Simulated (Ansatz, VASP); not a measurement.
Nb: VASP beside Ansatz

The input INCAR:

```
SYSTEM = Nb
  ALGO = Normal
  EDIFF = 1E-7
  ENCUT = 520
  GGA = PE
  ISIF = 2
  ISMEAR = -1
  LASPH = .TRUE.
  LCHARG = .TRUE.
  LELF = .TRUE.
  LREAL = .FALSE.
  LVHAR = .TRUE.
  LWAVE = .FALSE.
  NBANDS = 20
  NELM = 60
  PREC = Accurate
  SIGMA = 0.08
```

The input KPOINTS:

```
k-points
0
G
  13 13 13
  0 0 0
```

File POSCAR:

```
Nb
1.0
    0.0000000000      2.7435309098      2.7435309098
    2.7435309098      0.0000000000      2.7435309098
    2.7435309098      2.7435309098      0.0000000000
Nb
2
Direct
   -0.1250000000     -0.1250000000     -0.1250000000
    0.1250000000      0.1250000000      0.1250000000
```

Input for Ansatz:

```yaml
crystal:
  lattice:
    - [0.0, 2.7435309098, 2.7435309098]
    - [2.7435309098, 0.0, 2.7435309098]
    - [2.7435309098, 2.7435309098, 0.0]
  atoms:
    - { symbol: Nb, position: [-0.125, -0.125, -0.125] }
    - { symbol: Nb, position: [0.125, 0.125, 0.125] }
kpoints:
  mp_grid: { grid: [13, 13, 13] }
scf:
  occupations: { method: fermi_dirac, width: 0.08 }
hamiltonian:
  xc: pbe
  pseudopotentials: { kind: all_electron, lapw: { basis_error: 0.001 } }
output:
  forces: true
  stress: true
  eigenvalues: true
  populations: true
```

Change from the starting cell: volume scaled by 0.8, LAPW.

Alike in both runs: task single point; functional PBE; k mesh 13 × 13 × 13; occupations fermi-dirac, width 0.08 eV; no spin polarisation.

```csv
,VASP,Ansatz
version,VASP 6.6.1,Ansatz 0.2.0
potentials or method,"VASP PAW PBE potentials, release 64 (Nb_sv), cutoff 520 eV","all-electron LAPW, scalar-relativistic"
```

|  | VASP | Ansatz | Ansatz less VASP |
| --- | --- | --- | --- |
| pressure (GPa) | 23.4 | 23.4 | -0.05 |

Ansatz ran all-electron here, and VASP with PAW potentials.
